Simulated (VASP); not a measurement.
# TiN (Fm-3m) in VASP: further runs

Runs on TiN. Level: PBEsol. Tasks: single point.

All numbers are computed with VASP 6.6.1; they aren't measurements. Logs are shortened: lines on timing, memory, paths and dates and some standing lists are left out, and cuts for length are marked.

## (1) The cell of the first run

Symmetry: Fm-3m, No. 225, cubic system. The conventional cell has a = 4.029 Å, b = 4.029 Å, c = 4.029 Å, α = 90.00°, β = 90.00°, γ = 90.00°. Within 2.7 Å of Ti (site symmetry m-3m) lie 6 N at 2.01 Å. N (site symmetry m-3m) has 6 Ti at 2.01 Å within 2.7 Å.

## (2) Single point, PBEsol (8.17 Å³/atom)

INCAR reads:

```
SYSTEM = TiN
  PREC = Accurate
  ENCUT = 600
  EDIFF = 1E-6
  ISMEAR = 0
  SIGMA = 0.1
  LREAL = .FALSE.
  LASPH = .TRUE.
  NELM = 120
  ALGO = Normal
  ISIF = 2
  LWAVE = .FALSE.
  LCHARG = .TRUE.
  GGA = PS
  LELF = .TRUE.
  LVHAR = .TRUE.
  NBANDS = 16
  GGA_COMPAT = .FALSE.
```

KPOINTS reads:

```
Automatic mesh
0
G
  18 18 18
  0 0 0
```

POSCAR reads:

```
TiN
1.0
    0.0000000000      2.0142806802      2.0142806802
    2.0142806802      0.0000000000      2.0142806802
    2.0142806802      2.0142806802      0.0000000000
Ti N
1 1
Direct
    0.0000000000      0.0000000000      0.0000000000
    0.5000000000      0.5000000000      0.5000000000
```

Potentials or basis: VASP PAW PBE potentials, release 64 (Ti_sv, N).

Started as:

```sh
cat potpaw_PBE.64/Ti_sv/POTCAR potpaw_PBE.64/N/POTCAR > POTCAR
mpirun -np 1 vasp_std > vasp.out
```

OUTCAR:

```text
SYSTEM = TiN
   PREC = Accurate
   ENCUT = 600
   EDIFF = 1E-6
   ISMEAR = 0
   LREAL = .FALSE.
   LASPH = .TRUE.
   NELM = 120
   ISIF = 2
   GGA = PS

 ion  position               nearest neighbor table
   1  0.000  0.000  0.000-   2 2.01   2 2.01   2 2.01   2 2.01   2 2.01   2 2.01
   2  0.500  0.500  0.500-   1 2.01   1 2.01   1 2.01   1 2.01   1 2.01   1 2.01

  LATTYP: Found a face centered cubic cell.
 ALAT       =     4.0285613604

  Lattice vectors:

 A1 = (   0.0000000000,   2.0142806802,   2.0142806802)
 A2 = (   2.0142806802,   0.0000000000,   2.0142806802)
 A3 = (   2.0142806802,   2.0142806802,   0.0000000000)

Analysis of symmetry for initial positions (statically):
=====================================================================
 Subroutine PRICEL returns:
 Original cell was already a primitive cell.

 Routine SETGRP: Setting up the symmetry group for a
 face centered cubic supercell.

 Subroutine GETGRP returns: Found 48 space group operations
 (whereof 48 operations were pure point group operations)
 out of a pool of 48 trial point group operations.

The static configuration has the point symmetry O_h .

Analysis of symmetry for dynamics (positions and initial velocities):
=====================================================================
 Subroutine PRICEL returns:
 Original cell was already a primitive cell.

 Routine SETGRP: Setting up the symmetry group for a
 face centered cubic supercell.

 Subroutine GETGRP returns: Found 48 space group operations
 (whereof 48 operations were pure point group operations)
 out of a pool of 48 trial point group operations.

The dynamic configuration has the point symmetry O_h .

 Subroutine INISYM returns: Found 48 space group operations
 (whereof 48 operations are pure point group operations),
 and found     1 'primitive' translations

----------------------------------------------------------------------------------------

                                     Primitive cell

  volume of cell :      16.3452

  direct lattice vectors                    reciprocal lattice vectors
     0.000000000  2.014280680  2.014280680    -0.248227571  0.248227571  0.248227571
     2.014280680  0.000000000  2.014280680     0.248227571 -0.248227571  0.248227571
     2.014280680  2.014280680  0.000000000     0.248227571  0.248227571 -0.248227571

  length of vectors
     2.848623056  2.848623056  2.848623056     0.429942764  0.429942764  0.429942764

  position of ions in fractional coordinates (direct lattice)
     0.000000000  0.000000000  0.000000000
     0.500000000  0.500000000  0.500000000

  ion indices of the primitive-cell ions
   primitive index   ion index
                 1           1
                 2           2

----------------------------------------------------------------------------------------

 KPOINTS: Automatic mesh

Automatic generation of k-mesh.
 Grid dimensions read from file:
 generate k-points for:   18   18   18

 Generating k-lattice:

  Cartesian coordinates                     Fractional coordinates (reciprocal lattice)
    -0.013790421  0.013790421  0.013790421     0.055555556  0.000000000  0.000000000
     0.013790421 -0.013790421  0.013790421     0.000000000  0.055555556  0.000000000
     0.013790421  0.013790421 -0.013790421     0.000000000  0.000000000  0.055555556

  Length of vectors
     0.023885709  0.023885709  0.023885709

  Shift w.r.t. Gamma in fractional coordinates (k-lattice)
     0.000000000  0.000000000  0.000000000

 Subroutine IBZKPT returns following result:
 ===========================================

 Found    195 irreducible k-points:

 Following reciprocal coordinates:
            Coordinates               Weight
  0.000000  0.000000  0.000000      1.000000
  0.055556  0.000000  0.000000      8.000000
  0.111111  0.000000  0.000000      8.000000
  0.166667  0.000000  0.000000      8.000000
  0.222222  0.000000  0.000000      8.000000
  0.277778  0.000000  0.000000      8.000000
[... 16 lines left out ...]
 -0.277778  0.055556  0.000000     24.000000
 -0.222222  0.055556  0.000000     24.000000
 [... further k-points ...]
   k-points           NKPTS =    195   k-points in BZ     NKDIM =    195   number of bands    NBANDS=     16
   number of dos      NEDOS =    301   number of ions     NIONS =      2
   total plane-waves  NPLWV =  13824
   dimension x,y,z NGX =    24 NGY =   24 NGZ =   24
   dimension x,y,z NGXF=    48 NGYF=   48 NGZF=   48
   ions per type =               1   1
   NGX,Y,Z   is equivalent  to a cutoff of  14.01, 14.01, 14.01 a.u.
   NGXF,Y,Z  is equivalent  to a cutoff of  28.01, 28.01, 28.01 a.u.
 SYSTEM =  TiN
   PREC   = accura    normal or accurate (medium, high low for compatibility)
   ISTART =      0    job   : 0-new  1-cont  2-samecut
   ICHARG =      2    charge: 1-file 2-atom 10-const
   ISPIN  =      1    spin polarized calculation?
   LNONCOLLINEAR =      F non collinear calculations
   LSORBIT =      F    spin-orbit coupling
   LASPH  =      T    aspherical Exc in radial PAW
   ENCUT  =  600.0 eV  44.10 Ry    6.64 a.u.   5.69  5.69  5.69*2*pi/ulx,y,z
   NELM   =    120;   NELMIN=  2; NELMDL= -5     # of ELM steps
   EDIFF  = 0.1E-05   stopping-criterion for ELM
   LREAL  =      F    real-space projection
   EDIFFG = 0.1E-04   stopping-criterion for IOM
   NSW    =      0    number of steps for IOM
   IBRION =     -1    ionic relax: 0-MD 1-quasi-New 2-CG
   NFREE  =      0    steps in history (QN), initial steepest desc. (CG)
   ISIF   =      2    stress and relaxation
   ISYM   =      2    0-nonsym 1-usesym 2-fastsym
   POTIM  = 0.5000    time-step for ionic-motion
   TEBEG  =    0.0;   TEEND  =   0.0 temperature during run
   PSTRESS=    0.0 pullay stress
   NELECT =      17.0000    total number of electrons
   NUPDOWN=      -1.0000    fix difference up-down
   EMIN   =  10.00;   EMAX   =-10.00  energy-range for DOS
   EFERMI =   0.00;   METHOD = LEGACY
   ISMEAR =     0;   SIGMA  =   0.10  broadening in eV -4-tet -1-fermi 0-gaus
   EFERMI_NEDOS =   21; number of points for ismear=-14 and -15
   IALGO  =     38    algorithm
   IMIX   =      4    mixing-type and parameters
     AMIX     =   0.40;   BMIX     =  1.00
     AMIX_MAG =   1.60;   BMIX_MAG =  1.00
  volume/ion in A,a.u.               =       8.17        55.15
  Fermi-wavevector in a.u.,A,eV,Ry     =   1.658674  3.134440 37.432361  2.751201
  Thomas-Fermi vector in A             =   2.746215
   LORBIT       =      0    0 simple, 1 ext, 2 COOP (PROOUT), +10 PAW based schemes
   GGA     = PS    functional components
   LHFCALC =     F    Hartree Fock is set to
   AEXX    =    0.0000 exact exchange contribution
   IVDW    =     0    specifies the selected vdW correction
   LEPSILON=     F    determine dielectric tensor
   LRPA    =     F    only Hartree local field effects (RPA)
 non-spin polarized calculation
 Gauss-broadening in eV      SIGMA  =   0.10
  energy-cutoff  :      600.00
  volume of cell :       16.35
 maximum number of plane-waves:       556
   NGX = 11   NGY = 11   NGZ = 11

 number of electron      16.9999999 magnetization

 Free energy of the ion-electron system (eV)
  ---------------------------------------------------
  ext. energy  EPLUGINS =         0.00000000
  ---------------------------------------------------
  free energy    TOTEN  =       -20.46090398 eV

  energy without entropy =      -20.45760635  energy(sigma->0) =      -20.45925517

 E-fermi :  13.5123     XC(G=0): -14.0992

 val. band max:       13.4743851813   @ k =  -0.3889   0.3333   0.0556
 cond. band min:      13.5163247082   @ k =   0.4444   0.2222   0.1111
 fundamental gap:      0.0419395269
 Fermi energy:        13.5123484223

 k-point     1 :       0.0000    0.0000    0.0000
  band No.  band energies     occupation
      1     -43.8853      2.00000
      2     -19.8074      2.00000
      3     -19.8074      2.00000
      4     -19.8074      2.00000
      5      -4.4544      2.00000
      6      11.3104      2.00000
[... 8 lines left out ...]
     15      27.0394      0.00000
     16      35.5230      0.00000

 k-point     2 :       0.0556    0.0000    0.0000
  band No.  band energies     occupation
      1     -43.8795      2.00000
      2     -19.8451      2.00000
      3     -19.8101      2.00000
      4     -19.8101      2.00000
      5      -4.3738      2.00000
      6      10.8745      2.00000
[... 8 lines left out ...]
     15      27.1529      0.00000
     16      35.3964      0.00000

 k-point     3 :       0.1111    0.0000    0.0000
  band No.  band energies     occupation
      1     -43.8627      2.00000
      2     -19.9526      2.00000
      3     -19.8179      2.00000
      4     -19.8179      2.00000
      5      -4.1393      2.00000
      6       9.9831      2.00000
[... 8 lines left out ...]
     15      27.4159      0.00000
     16      35.0869      0.00000

 k-point     4 :       0.1667    0.0000    0.0000
  band No.  band energies     occupation
      1     -43.8370      2.00000
      2     -20.1138      2.00000
      3     -19.8298      2.00000
      4     -19.8298      2.00000
      5      -3.7710      2.00000
      6       8.9458      2.00000
[... 8 lines left out ...]
     15      27.6396      0.00000
     16      34.4455      0.00000

 k-point     5 :       0.2222    0.0000    0.0000
  band No.  band energies     occupation
      1     -43.8052      2.00000
      2     -20.3064      2.00000
      3     -19.8444      2.00000
      4     -19.8444      2.00000
      5      -3.2993      2.00000
      6       7.8767      2.00000
[... 8 lines left out ...]
     15      27.7203      0.00000
     16      33.5014      0.00000

 k-point     6 :       0.2778    0.0000    0.0000
  band No.  band energies     occupation
      1     -43.7711      2.00000
      2     -20.5056      2.00000
      3     -19.8598      2.00000
      4     -19.8598      2.00000
      5      -2.7626      2.00000
      6       6.8456      2.00000
[... 8 lines left out ...]
     15      27.8472      0.00000
     16      32.3830      0.00000

 k-point     7 :       0.3333    0.0000    0.0000
  band No.  band energies     occupation
      1     -43.7389      2.00000
      2     -20.6879      2.00000
      3     -19.8742      2.00000
      4     -19.8742      2.00000
      5      -2.2085      2.00000
      6       5.9099      2.00000
[... 8 lines left out ...]
     15      28.2397      0.00000
     16      31.2653      0.00000

 k-point     8 :       0.3889    0.0000    0.0000
  band No.  band energies     occupation
      1     -43.7124      2.00000
      2     -20.8333      2.00000
      3     -19.8859      2.00000
      4     -19.8859      2.00000
      5      -1.6999      2.00000
      6       5.1328      2.00000
[... 8 lines left out ...]
     15      28.8044      0.00000
     16      30.3090      0.00000

 k-point     9 :       0.4444    0.0000    0.0000
  band No.  band energies     occupation
      1     -43.6951      2.00000
      2     -20.9267      2.00000
      3     -19.8935      2.00000
      4     -19.8935      2.00000
      5      -1.3241      2.00000
      6       4.5977      2.00000
[... 8 lines left out ...]
     15      29.2885      0.00000
     16      29.6564      0.00000
[... 172 lines left out ...]
 k-point    19 :       0.5000    0.0556    0.0000
  band No.  band energies     occupation
      1     -43.6872      2.00000
      2     -20.9418      2.00000
      3     -19.9169      2.00000
      4     -19.9043      2.00000
      5      -1.2478      2.00000
      6       4.5104      2.00000
[... 8 lines left out ...]
     15      29.1441      0.00000
     16      29.5960      0.00000

 k-point    20 :      -0.4444    0.0556    0.0000
  band No.  band energies     occupation
      1     -43.6892      2.00000
      2     -20.9312      2.00000
      3     -19.9231      2.00000
      4     -19.8964      2.00000
      5      -1.2905      2.00000
      6       4.5684      2.00000
[... 8 lines left out ...]
     15      29.0727      0.00000
     16      29.6631      0.00000

 k-point    21 :      -0.3889    0.0556    0.0000
  band No.  band energies     occupation
      1     -43.7028      2.00000
      2     -20.8592      2.00000
      3     -19.9231      2.00000
      4     -19.8837      2.00000
      5      -1.5795      2.00000
      6       4.9703      2.00000
[... 8 lines left out ...]
     15      28.8206      0.00000
     16      29.9395      0.00000

 k-point    22 :      -0.3333    0.0556    0.0000
  band No.  band energies     occupation
      1     -43.7262      2.00000
      2     -20.7331      2.00000
      3     -19.9169      2.00000
      4     -19.8679      2.00000
      5      -2.0313      2.00000
      6       5.6346      2.00000
[... 8 lines left out ...]
     15      28.3339      0.00000
     16      30.6128      0.00000

 k-point    23 :      -0.2778    0.0556    0.0000
  band No.  band energies     occupation
      1     -43.7565      2.00000
      2     -20.5657      2.00000
      3     -19.9051      2.00000
      4     -19.8508      2.00000
      5      -2.5569      2.00000
      6       6.4743      2.00000
[... 8 lines left out ...]
     15      27.9131      0.00000
     16      31.5050      0.00000

 k-point    24 :      -0.2222    0.0556    0.0000
  band No.  band energies     occupation
      1     -43.7900      2.00000
      2     -20.3754      2.00000
      3     -19.8889      2.00000
      4     -19.8344      2.00000
      5      -3.0875      2.00000
      6       7.4198      2.00000
[... 8 lines left out ...]
     15      27.7506      0.00000
     16      32.4654      0.00000

 [... further k-points ...]

------------------------ aborting loop because EDIFF is reached ----------------------------------------

  FORCE on cell =-STRESS in cart. coord.  units (eV):
  Direction    XX          YY          ZZ          XY          YZ          ZX
  --------------------------------------------------------------------------------------
  -------------------------------------------------------------------------------------
  Total        5.1659734      5.1659734      5.1659734     -0.0000000     -0.0000000      0.0000000
  in kB      506.3756215    506.3756215    506.3756215     -0.0000000     -0.0000000      0.0000000
  external PRESSURE =     506.3756215 kB  Pullay stress =       0.0000000 kB

 VOLUME and BASIS-vectors are now :
 -----------------------------------------------------------------------------
  energy-cutoff  :      600.00
  volume of cell :       16.35
      direct lattice vectors                 reciprocal lattice vectors
     0.000000000  2.014280680  2.014280680    -0.248227571  0.248227571  0.248227571
     2.014280680  0.000000000  2.014280680     0.248227571 -0.248227571  0.248227571
     2.014280680  2.014280680  0.000000000     0.248227571  0.248227571 -0.248227571

 POSITION                                       TOTAL-FORCE (eV/Angst)
 -----------------------------------------------------------------------------------
      0.00000      0.00000      0.00000         0.000000      0.000000     -0.000000
      2.01428      2.01428      2.01428        -0.000000     -0.000000      0.000000
 -----------------------------------------------------------------------------------
    total drift:                                0.000000     -0.000000     -0.000000

  FREE ENERGIE OF THE ION-ELECTRON SYSTEM (eV)
  ---------------------------------------------------
  free  energy   TOTEN  =       -20.4609039832 eV

  energy  without entropy=      -20.4576063508  energy(sigma->0) =      -20.45925517
```

Run time: 50 s. Hardware: 1 thread of Intel Xeon 8259CL, shared host; peak memory 0.19 GiB.

Results:

```yaml
Free_energy: -20.4609 eV
Pressure: 50.6 GPa
Band_gap_on_the_k_mesh: zero (an odd number of electrons rules out a gap without spin polarisation)
```

Caveat: the cell stands under pressure; the PAW data sets were made with another functional, which shifts forces and pressure a little.

## (3) Single point, PBEsol (8.45 Å³/atom)

This run uses another cell than the first one, of 8.45 Å³/atom.

INCAR reads:

```
SYSTEM = TiN
ALGO = Normal ; EDIFF = 1E-6
ENCUT = 600 ; GGA = PS
GGA_COMPAT = .False. ; ISIF = 2
ISMEAR = 0 ; LASPH = .True.
LCHARG = .False. ; LREAL = .False.
LWAVE = .False. ; NBANDS = 16
NELM = 120 ; PREC = Accurate
SIGMA = 0.1
```

KPOINTS reads:

```
k-points
0
Gamma
  18 18 18
  0 0 0
```

POSCAR reads:

```
TiN
1.0
    0.0000000000      2.0369149419      2.0369149419
    2.0369149419      0.0000000000      2.0369149419
    2.0369149419      2.0369149419      0.0000000000
Ti N
1 1
Direct
    0.0000000000      0.0000000000      0.0000000000
    0.5000000000      0.5000000000      0.5000000000
```

Potentials or basis: VASP PAW PBE potentials, release 64 (Ti_sv, N).

Started as:

```sh
cat potpaw_PBE.64/Ti_sv/POTCAR potpaw_PBE.64/N/POTCAR > POTCAR
mpirun -np 1 vasp_std > vasp.out
```

Run time: 64 s. Hardware: 1 thread of Intel Xeon 8259CL, shared host; peak memory 0.19 GiB.

Results (log left out):

- Free energy: -20.6102 eV
- Pressure: 34.9 GPa
- Band gap on the k mesh: zero (an odd number of electrons rules out a gap without spin polarisation)

Levels at points of the mesh, in eV from the Fermi level:
```tsv
k point	band 7	band 8	band 9	band 10	band 11	band 12
(0.00, 0.00, 0.00)	-2.17	-2.17	-0.75	-0.75	-0.75	0.69
(0.50, 0.00, 0.00)	-6.16	-6.16	2.07	2.07	2.89	6.61
(0.50, 0.50, 0.00)	-3.68	-3.37	-3.37	1.99	2.93	2.93
```

Caveat: the cell stands under pressure; the PAW data sets were made with another functional, which shifts forces and pressure a little.

## (4) Single point, PBEsol (8.73 Å³/atom)

This run uses another cell than the first one, of 8.73 Å³/atom.

INCAR reads:

```
SYSTEM = TiN
  PREC = Accurate
  ENCUT = 600
  EDIFF = 1E-6
  ISMEAR = 0
  SIGMA = 0.1
  LREAL = .FALSE.
  LASPH = .TRUE.
  NELM = 120
  ALGO = Normal
  ISIF = 2
  LWAVE = .FALSE.
  LCHARG = .FALSE.
  GGA = PS
  NBANDS = 16
  GGA_COMPAT = .FALSE.
```

KPOINTS reads:

```
regular mesh
0
G
  18 18 18
  0 0 0
```

POSCAR reads:

```
TiN
1.0
    0.0000000000      2.0590570564      2.0590570564
    2.0590570564      0.0000000000      2.0590570564
    2.0590570564      2.0590570564      0.0000000000
Ti N
1 1
Direct
    0.0000000000      0.0000000000      0.0000000000
    0.5000000000      0.5000000000      0.5000000000
```

Started as:

```sh
cat potpaw_PBE.64/Ti_sv/POTCAR potpaw_PBE.64/N/POTCAR > POTCAR
mpirun -np 1 vasp_std > vasp.out
```

Wall time 73 s (1 thread of Intel Xeon 8259CL, shared host); peak memory 0.19 GiB.

The run converged. Its results:

```yaml
Free_energy: -20.7090 eV
Pressure: 21.5 GPa
Band_gap_on_the_k_mesh: zero (an odd number of electrons rules out a gap without spin polarisation)
```

Levels at points of the mesh, in eV from the Fermi level:
```
           k point  band 5  band 6  band 7  band 8  band 9  band 10  band 11  band 12  band 13  band 14
(0.00, 0.00, 0.00)  -17.58   -2.13   -2.13   -2.13   -0.71    -0.71    -0.71     0.66     0.66     6.45
(0.50, 0.00, 0.00)  -14.66   -8.68   -5.97   -5.97    1.97     1.97     2.74     6.44     6.52     6.52
(0.50, 0.50, 0.00)  -16.13   -6.02   -3.52   -3.33   -3.33     1.89     2.78     2.78     4.36    11.79
```

Caveat: the cell stands under pressure; the PAW data sets were made with another functional, which shifts forces and pressure a little.

## (5) Overview

```tsv
cell	gap on the mesh (eV)	pressure (GPa)
a = 2.849 Å, angles 60.0°, 2 atoms	none	50.6
a = 2.881 Å, angles 60.0°, 2 atoms	none	34.9
a = 2.912 Å, angles 60.0°, 2 atoms	none	21.5
```

Alike in all rows: task single point; level PBEsol; potentials or basis VASP PAW PBE potentials, release 64 (Ti_sv, N); no spin polarisation; k mesh 18 × 18 × 18; cutoff (eV) 600; smearing gaussian 0.1 eV.

Caveats: the cell stands under pressure; the PAW data sets were made with another functional, which shifts forces and pressure a little.

Absolute energies hang on the potentials; compare differences alone.
